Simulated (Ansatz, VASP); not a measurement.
## CdTe5 in VASP and in Ansatz

```
CELL_PARAMETERS angstrom
8.08445 0.00000 0.00000
-4.04222 7.00134 0.00000
0.00000 0.00000 4.09457
ATOMIC_POSITIONS crystal
Cd 0.00000 0.00000 0.50000
Te 0.50000 0.00000 0.50000
Te 0.00000 0.50000 0.50000
Te 0.50000 0.50000 0.50000
Te 0.33333 0.66667 0.00000
Te 0.66667 0.33333 0.00000
```

Alike in both runs: functional PBE; k mesh 6 × 6 × 10; occupations gaussian, width 0.1 eV; no spin polarisation.

Ansatz relaxed the structure, and its values are those at the end. VASP's run is a single point on that final structure, the one shown.

|  | VASP | Ansatz |
| --- | --- | --- |
| version | VASP 6.6.1 | Ansatz 0.2.0 |
| potentials or method | VASP PAW PBE potentials, release 64 (Cd, Te), cutoff 520 eV | scalar-relativistic, plane waves, PAW |
| valence electrons in the cell | 42 | 100 |

|  | VASP | Ansatz | Ansatz less VASP |
| --- | --- | --- | --- |
| gap on the k mesh at the Fermi level (eV) | none | none | - |
| pressure (GPa) | 0.0 | 0.0 | +0.03 |

A gap of «none» marks a metal or a gap that the smearing closes. VASP's potentials hold 42 valence electrons a cell and Ansatz's 100, so a difference there can come from the potentials and not from the codes.

Spin-orbit coupling is off throughout.
